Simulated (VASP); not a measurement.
# O2S in VASP: single point with PBE+D3(BJ)

Aim: the single point of O2S with PBE+D3(BJ).

Everything below comes from runs of VASP 6.6.1. Logs are shortened: lines on timing, memory, paths and dates and some standing lists are left out, and cuts for length are marked.

**1. The cell of the first run**

The cell holds a molecule in a box, 3 atoms: a = 6.388 Å, b = 6.388 Å, c = 26.850 Å, α = 90.00°, β = 90.00°, γ = 120.00°.

**2. Single point, PBE+D3(BJ)**

Contents of INCAR:

```
  PREC = Accurate
  ENCUT = 520
  EDIFF = 1E-7
  ISMEAR = 0
  SIGMA = 0.1
  LREAL = F
  LASPH = T
  NELM = 60
  ALGO = Normal
  ISIF = 2
  LWAVE = F
  LCHARG = T
  LDIPOL = T
  IDIPOL = 3
  DIPOL = 0.5 0.5 0.591
  GGA = PE
  IVDW = 12
  LELF = T
  LVHAR = T
  LVACPOTAV = T
  NBANDS = 16
```

Contents of KPOINTS:

```
Automatic mesh
0
Gamma
  4 4 1
```

Contents of POSCAR:

```
SO2
1.0
    6.3878118675      0.0000000000      0.0000000000
   -3.1939059338      5.5320073519      0.0000000000
    0.0000000000      0.0000000000     26.8502331868
O S
2 1
Direct
    0.1494590546      0.7988384461      0.5800627908
    0.6681392401      0.8359316643      0.5792520902
    0.3798564323      1.2573331278      0.6122574623
```

Potentials or basis: VASP PAW PBE potentials, release 64 (O, S).

On the command line:

```sh
> cat potpaw_PBE.64/O/POTCAR potpaw_PBE.64/S/POTCAR > POTCAR
> mpirun -np 1 vasp_std > vasp.out
```

OUTCAR:

```text
PREC = Accurate
   ENCUT = 520
   EDIFF = 1E-7
   ISMEAR = 0
   LREAL = F
   LASPH = T
   NELM = 60
   ISIF = 2
   GGA = PE
   IVDW = 12
 IVDW          = 12

 ion  position               nearest neighbor table
   1  0.149  0.799  0.580-
   2  0.668  0.836  0.579-
   3  0.380  0.257  0.612-

  LATTYP: Found a hexagonal cell.
 ALAT       =     6.3878118675
 C/A-ratio  =     4.2033537843

  Lattice vectors:

 A1 = (   6.3878118675,   0.0000000000,   0.0000000000)
 A2 = (  -3.1939059338,   5.5320073519,   0.0000000000)
 A3 = (   0.0000000000,   0.0000000000,  26.8502331868)

Analysis of symmetry for initial positions (statically):
=====================================================================
 Subroutine PRICEL returns:
 Original cell was already a primitive cell.

 Routine SETGRP: Setting up the symmetry group for a
 hexagonal supercell.

 Subroutine GETGRP returns: Found  1 space group operations
 (whereof  1 operations were pure point group operations)
 out of a pool of 24 trial point group operations.

The static configuration has the point symmetry C_1 .

Analysis of symmetry for dynamics (positions and initial velocities):
=====================================================================
 Subroutine PRICEL returns:
 Original cell was already a primitive cell.

 Routine SETGRP: Setting up the symmetry group for a
 hexagonal supercell.

 Subroutine GETGRP returns: Found  1 space group operations
 (whereof  1 operations were pure point group operations)
 out of a pool of 24 trial point group operations.

The dynamic configuration has the point symmetry C_1 .

 Subroutine INISYM returns: Found  1 space group operations
 (whereof  1 operations are pure point group operations),
 and found     1 'primitive' translations

----------------------------------------------------------------------------------------

                                     Primitive cell

  volume of cell :     948.8180

  direct lattice vectors                    reciprocal lattice vectors
     6.387811867  0.000000000  0.000000000     0.156548130  0.090383105  0.000000000
    -3.193905934  5.532007352  0.000000000     0.000000000  0.180766210  0.000000000
     0.000000000  0.000000000 26.850233187     0.000000000  0.000000000  0.037243624

  length of vectors
     6.387811867  6.387811868 26.850233187     0.180766210  0.180766210  0.037243624

  position of ions in fractional coordinates (direct lattice)
     0.149459055  0.798838446  0.580062791
     0.668139240  0.835931664  0.579252090
     0.379856432  0.257333128  0.612257462

  ion indices of the primitive-cell ions
   primitive index   ion index
                 1           1
                 2           2
                 3           3

----------------------------------------------------------------------------------------

 KPOINTS: Automatic mesh

Automatic generation of k-mesh.
 Grid dimensions read from file:
 generate k-points for:    4    4    1

 Generating k-lattice:

  Cartesian coordinates                     Fractional coordinates (reciprocal lattice)
     0.039137032  0.022595776  0.000000000     0.250000000 -0.000000000  0.000000000
     0.000000000  0.045191552  0.000000000     0.000000000  0.250000000  0.000000000
     0.000000000  0.000000000  0.037243624     0.000000000  0.000000000  1.000000000

  Length of vectors
     0.045191552  0.045191552  0.037243624

  Shift w.r.t. Gamma in fractional coordinates (k-lattice)
     0.000000000  0.000000000  0.000000000

 Subroutine IBZKPT returns following result:
 ===========================================

 Found     10 irreducible k-points:

 Following reciprocal coordinates:
            Coordinates               Weight
  0.000000  0.000000  0.000000      1.000000
  0.250000  0.000000  0.000000      2.000000
  0.000000  0.250000  0.000000      2.000000
 -0.250000  0.250000  0.000000      2.000000
  0.500000  0.000000  0.000000      1.000000
  0.000000  0.500000  0.000000      1.000000
  0.500000  0.500000  0.000000      1.000000
  0.250000  0.250000  0.000000      2.000000
 -0.250000  0.500000  0.000000      2.000000
  0.500000  0.250000  0.000000      2.000000
   k-points           NKPTS =     10   k-points in BZ     NKDIM =     10   number of bands    NBANDS=     16
   number of dos      NEDOS =    301   number of ions     NIONS =      3
   total plane-waves  NPLWV = 460800
   dimension x,y,z NGX =    48 NGY =   48 NGZ =  200
   dimension x,y,z NGXF=    96 NGYF=   96 NGZF=  400
   ions per type =               2   1
   NGX,Y,Z   is equivalent  to a cutoff of  12.49, 12.49, 12.38 a.u.
   NGXF,Y,Z  is equivalent  to a cutoff of  24.98, 24.98, 24.77 a.u.
 SYSTEM =  unknown system
   PREC   = accura    normal or accurate (medium, high low for compatibility)
   ISTART =      0    job   : 0-new  1-cont  2-samecut
   ICHARG =      2    charge: 1-file 2-atom 10-const
   ISPIN  =      1    spin polarized calculation?
   LNONCOLLINEAR =      F non collinear calculations
   LSORBIT =      F    spin-orbit coupling
   LASPH  =      T    aspherical Exc in radial PAW
   ENCUT  =  520.0 eV  38.22 Ry    6.18 a.u.  11.88 11.88 49.92*2*pi/ulx,y,z
   NELM   =     60;   NELMIN=  2; NELMDL= -5     # of ELM steps
   EDIFF  = 0.1E-06   stopping-criterion for ELM
   LREAL  =      F    real-space projection
   EDIFFG = 0.1E-05   stopping-criterion for IOM
   NSW    =      0    number of steps for IOM
   IBRION =     -1    ionic relax: 0-MD 1-quasi-New 2-CG
   NFREE  =      0    steps in history (QN), initial steepest desc. (CG)
   ISIF   =      2    stress and relaxation
   ISYM   =      2    0-nonsym 1-usesym 2-fastsym
   POTIM  = 0.5000    time-step for ionic-motion
   TEBEG  =    0.0;   TEEND  =   0.0 temperature during run
   PSTRESS=    0.0 pullay stress
   NELECT =      18.0000    total number of electrons
   NUPDOWN=      -1.0000    fix difference up-down
   EMIN   =  10.00;   EMAX   =-10.00  energy-range for DOS
   EFERMI =   0.00;   METHOD = LEGACY
   ISMEAR =     0;   SIGMA  =   0.10  broadening in eV -4-tet -1-fermi 0-gaus
   EFERMI_NEDOS =   21; number of points for ismear=-14 and -15
   IALGO  =     38    algorithm
   IMIX   =      4    mixing-type and parameters
     AMIX     =   0.40;   BMIX     =  1.00
     AMIX_MAG =   1.60;   BMIX_MAG =  1.00
  volume/ion in A,a.u.               =     316.27      2134.31
  Fermi-wavevector in a.u.,A,eV,Ry     =   0.436621  0.825094  2.593787  0.190638
  Thomas-Fermi vector in A             =   1.408985
   LORBIT       =      0    0 simple, 1 ext, 2 COOP (PROOUT), +10 PAW based schemes
   GGA     = PE    functional components
   LHFCALC =     F    Hartree Fock is set to
   AEXX    =    0.0000 exact exchange contribution
   IVDW    =    12    specifies the selected vdW correction
   LEPSILON=     F    determine dielectric tensor
   LRPA    =     F    only Hartree local field effects (RPA)
 non-spin polarized calculation
 Gauss-broadening in eV      SIGMA  =   0.10
  energy-cutoff  :      520.00
  volume of cell :      948.82
 maximum number of plane-waves:     25584
   NGX = 23   NGY = 23   NGZ = 99

 number of electron      17.9999997 magnetization

 dipolmoment           0.000000      0.000000     -0.200328 electrons x Angstroem

 Free energy of the ion-electron system (eV)
  ---------------------------------------------------
  ext. energy  EPLUGINS =         0.00000000
  ---------------------------------------------------
  free energy    TOTEN  =        -3.47786490 eV

  energy without entropy =       -3.35686826  energy(sigma->0) =       -3.41736658

 E-fermi :  -7.6217     XC(G=0):  -0.9751

 val. band max:       -7.6404323863   @ k =   0.0000   0.5000   0.0000
 cond. band min:      -7.5982269198   @ k =   0.5000   0.0000   0.0000
 fundamental gap:      0.0422054665
 Fermi energy:        -7.6216899690

 k-point     1 :       0.0000    0.0000    0.0000
  band No.  band energies     occupation
      1     -22.9780      2.00000
      2     -22.6296      2.00000
      3     -18.3602      2.00000
      4      -9.1282      2.00000
      5      -8.4372      2.00000
      6      -8.1810      2.00000
[... 8 lines left out ...]
     15       0.3718      0.00000
     16       0.8790      0.00000

 k-point     2 :       0.2500    0.0000    0.0000
  band No.  band energies     occupation
      1     -22.9712      2.00000
      2     -22.6369      2.00000
      3     -18.3612      2.00000
      4      -9.1082      2.00000
      5      -8.3385      2.00000
      6      -8.1886      2.00000
[... 8 lines left out ...]
     15       0.6602      0.00000
     16       1.1629      0.00000

 k-point     3 :       0.0000    0.2500    0.0000
  band No.  band energies     occupation
      1     -22.9769      2.00000
      2     -22.6301      2.00000
      3     -18.3627      2.00000
      4      -9.0902      2.00000
      5      -8.4868      2.00000
      6      -8.1992      2.00000
[... 8 lines left out ...]
     15       0.6580      0.00000
     16       1.1632      0.00000

 k-point     4 :      -0.2500    0.2500    0.0000
  band No.  band energies     occupation
      1     -22.9712      2.00000
      2     -22.6369      2.00000
      3     -18.3612      2.00000
      4      -9.1086      2.00000
      5      -8.3388      2.00000
      6      -8.1882      2.00000
[... 8 lines left out ...]
     15       0.6602      0.00000
     16       1.1629      0.00000
[... 58 lines left out ...]
 k-point     8 :       0.2500    0.2500    0.0000
  band No.  band energies     occupation
      1     -22.9701      2.00000
      2     -22.6374      2.00000
      3     -18.3638      2.00000
      4      -9.0652      2.00000
      5      -8.4026      2.00000
      6      -8.2184      2.00000
[... 8 lines left out ...]
     15       1.1786      0.00000
     16       1.3127      0.00000

 k-point     9 :      -0.2500    0.5000    0.0000
  band No.  band energies     occupation
      1     -22.9701      2.00000
      2     -22.6374      2.00000
      3     -18.3638      2.00000
      4      -9.0657      2.00000
      5      -8.4026      2.00000
      6      -8.2181      2.00000
[... 8 lines left out ...]
     15       1.1786      0.00000
     16       1.3127      0.00000

 k-point    10 :       0.5000    0.2500    0.0000
  band No.  band energies     occupation
      1     -22.9642      2.00000
      2     -22.6445      2.00000
      3     -18.3623      2.00000
      4      -9.0844      2.00000
      5      -8.2160      2.00000
      6      -8.1852      2.00000
[... 8 lines left out ...]
     15       1.2043      0.00000
     16       1.3084      0.00000

------------------------ aborting loop because EDIFF is reached ----------------------------------------

 vacuum level on the upper side and lower side of the slab       (xc-potential included)        -0.390         0.243

 Edisp (eV)   -0.06387

 E8    (eV) :    -0.0195

  FORCE on cell =-STRESS in cart. coord.  units (eV):
  Direction    XX          YY          ZZ          XY          YZ          ZX
  --------------------------------------------------------------------------------------
  -------------------------------------------------------------------------------------
  Total      -2.65010    -9.90841    -1.04673    -0.01139    -1.83473    -0.00521
  in kB      -4.47497   -16.73138    -1.76751    -0.01923    -3.09813    -0.00879
  external pressure =       -7.66 kB  Pullay stress =        0.00 kB

 VOLUME and BASIS-vectors are now :
 -----------------------------------------------------------------------------
  energy-cutoff  :      520.00
  volume of cell :      948.82
      direct lattice vectors                 reciprocal lattice vectors
     6.387811867  0.000000000  0.000000000     0.156548130  0.090383105  0.000000000
    -3.193905934  5.532007352  0.000000000     0.000000000  0.180766210  0.000000000
     0.000000000  0.000000000 26.850233187     0.000000000  0.000000000  0.037243624

 POSITION                                       TOTAL-FORCE (eV/Angst)
 -----------------------------------------------------------------------------------
     -1.59670      4.41918     15.57482         0.003683      2.888992      0.943451
      1.59806      4.62438     15.55305         0.002232     -0.746503      0.204161
      1.60455      1.42357     16.43926        -0.005915     -2.142489     -1.147612
 -----------------------------------------------------------------------------------
    total drift:                                0.000072      0.000072     -0.000655

  FREE ENERGIE OF THE ION-ELECTRON SYSTEM (eV)
  ---------------------------------------------------
  free  energy   TOTEN  =        -3.5417375944 eV

  energy  without entropy=       -3.4207409557  energy(sigma->0) =       -3.48123928

 vacuum level on the upper side and lower side of the slab        -0.145         0.881
```

Run time: 12 min. Hardware: 1 thread of Intel Xeon 6975P-C, shared host; peak memory 0.98 GiB.

Results:

| Property | Result |
| --- | --- |
| Free energy | -3.5417 eV |
| Largest force | 3.039 eV/Å |
| Gap between the frontier levels | zero (band 9 reaches -7.64 eV, above the bottom of band 10 at -7.65 eV) |
| Dispersion energy per atom | -0.021 eV |
| Work function of the upper face | 7.48 eV |
| Work function of the lower face | 8.50 eV |

Forces in eV/Å, atoms in the order of the input:
```
O    0.004  2.889  0.943
O    0.002 -0.747  0.204
S   -0.006 -2.142 -1.148
```
